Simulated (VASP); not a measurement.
# TaSi2 (Fm-3m) in VASP: relaxation of cell and atoms with PBE

Aim: the relaxation of cell and atoms of TaSi2 with PBE.

Program: VASP 6.6.1. These are calculated values, not measurements. Logs are shortened: lines on timing, memory, paths and dates and some standing lists are left out, and cuts for length are marked.

### Step 1. The cell of the first run

It takes space group Fm-3m (No. 225, cubic). The conventional cell has a = 6.062 Å, b = 6.062 Å, c = 6.062 Å, α = 90.00°, β = 90.00°, γ = 90.00°. Ta (site symmetry m-3m) has 8 Si at 2.63 Å within 3.5 Å. Within 3.5 Å of Si (site symmetry -43m) lie 4 Ta at 2.63 Å and 6 Si at 3.03 Å.

The cell was built from a structure type or drawn by symmetry, and may not be a known phase.

### Step 2. Relaxation of cell and atoms, PBE

INCAR

```
SYSTEM = TaSi2
PREC = Accurate
ENCUT = 600
EDIFF = 1E-6
ISMEAR = 0
SIGMA = 0.1
LREAL = .False.
LASPH = .True.
NELM = 100
ALGO = Normal
ISIF = 3
LWAVE = .False.
LCHARG = .False.
GGA = PE
IBRION = 2
NSW = 100
EDIFFG = -0.01
```

KPOINTS

```
regular mesh
0
Gamma
  14 14 14
  0 0 0
```

POSCAR

```
TaSi2
1.0
    0.0000000000      3.0312130484      3.0312130484
    3.0312130484      0.0000000000      3.0312130484
    3.0312130484      3.0312130484      0.0000000000
Ta Si
1 2
Direct
    0.0000000000      0.0000000000      0.0000000000
    0.2500000000      0.2500000000      0.2500000000
    0.7500000000      0.7500000000      0.7500000000
```

Potentials or basis: VASP PAW PBE potentials, release 64 (Ta_pv, Si).

Started as:

```
$ cat potpaw_PBE.64/Ta_pv/POTCAR potpaw_PBE.64/Si/POTCAR > POTCAR
$ mpirun -np 1 vasp_std > vasp.out
```

OUTCAR:

```text
SYSTEM = TaSi2
   PREC = Accurate
   ENCUT = 600
   EDIFF = 1E-6
   ISMEAR = 0
   LREAL = .False.
   LASPH = .True.
   NELM = 100
   ISIF = 3
   GGA = PE
   IBRION = 2
   NSW = 100
   EDIFFG = -0.01

 ion  position               nearest neighbor table
   1  0.000  0.000  0.000-   2 2.63   3 2.63   3 2.63   3 2.63   3 2.63   2 2.63   2 2.63   2 2.63

   2  0.250  0.250  0.250-   1 2.63   1 2.63   1 2.63   1 2.63   3 3.03   3 3.03   3 3.03   3 3.03
                             3 3.03   3 3.03
   3  0.750  0.750  0.750-   1 2.63   1 2.63   1 2.63   1 2.63   2 3.03   2 3.03   2 3.03   2 3.03
                             2 3.03   2 3.03

  LATTYP: Found a face centered cubic cell.
 ALAT       =     6.0624260968

  Lattice vectors:

 A1 = (   0.0000000000,   3.0312130484,   3.0312130484)
 A2 = (   3.0312130484,   0.0000000000,   3.0312130484)
 A3 = (   3.0312130484,   3.0312130484,   0.0000000000)

Analysis of symmetry for initial positions (statically):
=====================================================================
 Subroutine PRICEL returns:
 Original cell was already a primitive cell.

 Routine SETGRP: Setting up the symmetry group for a
 face centered cubic supercell.

 Subroutine GETGRP returns: Found 48 space group operations
 (whereof 48 operations were pure point group operations)
 out of a pool of 48 trial point group operations.

The static configuration has the point symmetry O_h .

Analysis of symmetry for dynamics (positions and initial velocities):
=====================================================================
 Subroutine PRICEL returns:
 Original cell was already a primitive cell.

 Routine SETGRP: Setting up the symmetry group for a
 face centered cubic supercell.

 Subroutine GETGRP returns: Found 48 space group operations
 (whereof 48 operations were pure point group operations)
 out of a pool of 48 trial point group operations.

The dynamic configuration has the point symmetry O_h .

 Subroutine INISYM returns: Found 48 space group operations
 (whereof 48 operations are pure point group operations),
 and found     1 'primitive' translations

----------------------------------------------------------------------------------------

                                     Primitive cell

  volume of cell :      55.7031

  direct lattice vectors                    reciprocal lattice vectors
     0.000000000  3.031213048  3.031213048    -0.164950464  0.164950464  0.164950464
     3.031213048  0.000000000  3.031213048     0.164950464 -0.164950464  0.164950464
     3.031213048  3.031213048  0.000000000     0.164950464  0.164950464 -0.164950464

  length of vectors
     4.286782603  4.286782603  4.286782603     0.285702585  0.285702585  0.285702585

  position of ions in fractional coordinates (direct lattice)
     0.000000000  0.000000000  0.000000000
     0.250000000  0.250000000  0.250000000
     0.750000000  0.750000000  0.750000000

  ion indices of the primitive-cell ions
   primitive index   ion index
                 1           1
                 2           2
                 3           3

----------------------------------------------------------------------------------------

 KPOINTS: regular mesh

Automatic generation of k-mesh.
 Grid dimensions read from file:
 generate k-points for:   14   14   14

 Generating k-lattice:

  Cartesian coordinates                     Fractional coordinates (reciprocal lattice)
    -0.011782176  0.011782176  0.011782176     0.071428571  0.000000000  0.000000000
     0.011782176 -0.011782176  0.011782176     0.000000000  0.071428571  0.000000000
     0.011782176  0.011782176 -0.011782176     0.000000000  0.000000000  0.071428571

  Length of vectors
     0.020407328  0.020407328  0.020407328

  Shift w.r.t. Gamma in fractional coordinates (k-lattice)
     0.000000000  0.000000000  0.000000000

 Subroutine IBZKPT returns following result:
 ===========================================

 Found    104 irreducible k-points:

 Following reciprocal coordinates:
            Coordinates               Weight
  0.000000  0.000000  0.000000      1.000000
  0.071429  0.000000  0.000000      8.000000
  0.142857  0.000000  0.000000      8.000000
  0.214286  0.000000  0.000000      8.000000
  0.285714  0.000000  0.000000      8.000000
  0.357143  0.000000  0.000000      8.000000
[... 16 lines left out ...]
  0.214286  0.142857  0.000000     24.000000
  0.285714  0.142857  0.000000     24.000000
 [... further k-points ...]
   k-points           NKPTS =    104   k-points in BZ     NKDIM =    104   number of bands    NBANDS=     13
   number of dos      NEDOS =    301   number of ions     NIONS =      3
   total plane-waves  NPLWV =  46656
   dimension x,y,z NGX =    36 NGY =   36 NGZ =   36
   dimension x,y,z NGXF=    72 NGYF=   72 NGZF=   72
   ions per type =               1   2
   NGX,Y,Z   is equivalent  to a cutoff of  13.96, 13.96, 13.96 a.u.
   NGXF,Y,Z  is equivalent  to a cutoff of  27.92, 27.92, 27.92 a.u.
 SYSTEM =  TaSi2
   PREC   = accura    normal or accurate (medium, high low for compatibility)
   ISTART =      0    job   : 0-new  1-cont  2-samecut
   ICHARG =      2    charge: 1-file 2-atom 10-const
   ISPIN  =      1    spin polarized calculation?
   LNONCOLLINEAR =      F non collinear calculations
   LSORBIT =      F    spin-orbit coupling
   LASPH  =      T    aspherical Exc in radial PAW
   ENCUT  =  600.0 eV  44.10 Ry    6.64 a.u.   8.56  8.56  8.56*2*pi/ulx,y,z
   NELM   =    100;   NELMIN=  2; NELMDL= -5     # of ELM steps
   EDIFF  = 0.1E-05   stopping-criterion for ELM
   LREAL  =      F    real-space projection
   EDIFFG = -.1E-01   stopping-criterion for IOM
   NSW    =    100    number of steps for IOM
   IBRION =      2    ionic relax: 0-MD 1-quasi-New 2-CG
   NFREE  =      1    steps in history (QN), initial steepest desc. (CG)
   ISIF   =      3    stress and relaxation
   ISYM   =      2    0-nonsym 1-usesym 2-fastsym
   POTIM  = 0.5000    time-step for ionic-motion
   TEBEG  =    0.0;   TEEND  =   0.0 temperature during run
   PSTRESS=    0.0 pullay stress
   NELECT =      19.0000    total number of electrons
   NUPDOWN=      -1.0000    fix difference up-down
   EMIN   =  10.00;   EMAX   =-10.00  energy-range for DOS
   EFERMI =   0.00;   METHOD = LEGACY
   ISMEAR =     0;   SIGMA  =   0.10  broadening in eV -4-tet -1-fermi 0-gaus
   EFERMI_NEDOS =   21; number of points for ismear=-14 and -15
   IALGO  =     38    algorithm
   IMIX   =      4    mixing-type and parameters
     AMIX     =   0.40;   BMIX     =  1.00
     AMIX_MAG =   1.60;   BMIX_MAG =  1.00
  volume/ion in A,a.u.               =      18.57       125.30
  Fermi-wavevector in a.u.,A,eV,Ry     =   1.143843  2.161549 17.801532  1.308376
  Thomas-Fermi vector in A             =   2.280536
   LORBIT       =      0    0 simple, 1 ext, 2 COOP (PROOUT), +10 PAW based schemes
   GGA     = PE    functional components
   LHFCALC =     F    Hartree Fock is set to
   AEXX    =    0.0000 exact exchange contribution
   IVDW    =     0    specifies the selected vdW correction
   LEPSILON=     F    determine dielectric tensor
   LRPA    =     F    only Hartree local field effects (RPA)
 conjugate gradient relaxation of ions
 non-spin polarized calculation
 Gauss-broadening in eV      SIGMA  =   0.10
  energy-cutoff  :      600.00
  volume of cell :       55.70
 maximum number of plane-waves:      1875
 NGX is ok and might be reduce to    36
   NGX = 17   NGY = 17   NGZ = 17

 number of electron      19.0000001 magnetization

 Free energy of the ion-electron system (eV)
  ---------------------------------------------------
  ext. energy  EPLUGINS =         0.00000000
  ---------------------------------------------------
  free energy    TOTEN  =       -21.37840103 eV

  energy without entropy =      -21.36497700  energy(sigma->0) =      -21.37168902

 E-fermi :   6.4504     XC(G=0): -10.7129

 val. band max:        6.4407431375   @ k =   0.2857   0.1429   0.0000
 cond. band min:       6.4516203080   @ k =   0.2857   0.1429   0.0714
 fundamental gap:      0.0108771705
 Fermi energy:         6.4503631524

 k-point     1 :       0.0000    0.0000    0.0000
  band No.  band energies     occupation
      1     -27.8685      2.00000
      2     -27.8685      2.00000
      3     -27.8685      2.00000
      4      -4.9285      2.00000
      5       2.4805      2.00000
      6       2.4805      2.00000
      7       2.4805      2.00000
      8       3.5778      2.00000
      9       6.1783      1.99988
     10       6.1783      1.99988
     11       9.8669      0.00000
     12       9.8669      0.00000
     13       9.8669      0.00000

 k-point     2 :       0.0714    0.0000    0.0000
  band No.  band energies     occupation
      1     -27.8700      2.00000
      2     -27.8687      2.00000
      3     -27.8687      2.00000
      4      -4.8609      2.00000
      5       2.0070      2.00000
      6       2.5188      2.00000
      7       2.5188      2.00000
      8       4.1168      2.00000
      9       6.0882      2.00000
     10       6.0882      2.00000
     11       9.6286      0.00000
     12       9.9347      0.00000
     13       9.9347      0.00000

 k-point     3 :       0.1429    0.0000    0.0000
  band No.  band energies     occupation
      1     -27.8741      2.00000
      2     -27.8694      2.00000
      3     -27.8694      2.00000
      4      -4.6613      2.00000
      5       1.2865      2.00000
      6       2.6271      2.00000
      7       2.6271      2.00000
      8       5.0107      2.00000
      9       5.8826      2.00000
     10       5.8826      2.00000
     11       8.7074      0.00000
     12       9.7971      0.00000
     13       9.8009      0.00000
[... 305 lines left out ...]
 k-point    23 :       0.2143    0.1429    0.0000
  band No.  band energies     occupation
      1     -27.8781      2.00000
      2     -27.8717      2.00000
      3     -27.8715      2.00000
      4      -4.3295      2.00000
      5       0.7225      2.00000
      6       2.7016      2.00000
      7       2.7168      2.00000
      8       4.6951      2.00000
      9       6.1355      1.99999
     10       6.4369      1.15069
     11       7.9958      0.00000
     12       8.8461      0.00000
     13       9.1797      0.00000

 k-point    24 :       0.2857    0.1429    0.0000
  band No.  band energies     occupation
      1     -27.8834      2.00000
      2     -27.8728      2.00000
      3     -27.8726      2.00000
      4      -3.9725      2.00000
      5       0.2126      2.00000
      6       2.8374      2.00000
      7       2.8553      2.00000
      8       4.3369      2.00000
      9       6.4407      1.10822
     10       6.8170      0.00000
     11       7.0651      0.00000
     12       8.2469      0.00000
     13       9.0198      0.00000

 [... further k-points ...]

------------------------ aborting loop because EDIFF is reached ----------------------------------------

  FORCE on cell =-STRESS in cart. coord.  units (eV):
  Direction    XX          YY          ZZ          XY          YZ          ZX
  --------------------------------------------------------------------------------------
  -------------------------------------------------------------------------------------
  Total       -0.0149070     -0.0149070     -0.0149070      0.0000000      0.0000000     -0.0000000
  in kB       -0.4287657     -0.4287657     -0.4287657      0.0000000      0.0000000     -0.0000000
  external PRESSURE =      -0.4287657 kB  Pullay stress =       0.0000000 kB

 VOLUME and BASIS-vectors are now :
 -----------------------------------------------------------------------------
  energy-cutoff  :      600.00
  volume of cell :       55.70
      direct lattice vectors                 reciprocal lattice vectors
     0.000000000  3.031213048  3.031213048    -0.164950464  0.164950464  0.164950464
     3.031213048  0.000000000  3.031213048     0.164950464 -0.164950464  0.164950464
     3.031213048  3.031213048  0.000000000     0.164950464  0.164950464 -0.164950464

 POSITION                                       TOTAL-FORCE (eV/Angst)
 -----------------------------------------------------------------------------------
      0.00000      0.00000      0.00000         0.000000      0.000000     -0.000000
      1.51561      1.51561      1.51561         0.000000      0.000000      0.000000
      4.54682      4.54682      4.54682        -0.000000     -0.000000     -0.000000
 -----------------------------------------------------------------------------------
    total drift:                               -0.000000      0.000000      0.000000

  FREE ENERGIE OF THE ION-ELECTRON SYSTEM (eV)
  ---------------------------------------------------
  free  energy   TOTEN  =       -21.3784010280 eV

  energy  without entropy=      -21.3649770047  energy(sigma->0) =      -21.37168902

 reached required accuracy - stopping structural energy minimisation
```

Wall time 2.1 min (1 thread of Intel Xeon 8259CL, shared host); peak memory 0.27 GiB.

Results:

| Item | Value |
| --- | --- |
| Free energy | -21.3784 eV |
| Pressure after relaxing | 0.0 GPa |
| Band gap on the k mesh | zero (an odd number of electrons rules out a gap without spin polarisation) |

Final structure:
```
CELL_PARAMETERS angstrom
0.00000 3.03121 3.03121
3.03121 0.00000 3.03121
3.03121 3.03121 0.00000
ATOMIC_POSITIONS crystal
Ta 0.00000 0.00000 0.00000
Si 0.25000 0.25000 0.25000
Si 0.75000 0.75000 0.75000
```

Caveat: the relaxation stopped at its first step, so nothing moved; spin-orbit coupling is left out, which moves the levels of the heavy elements.
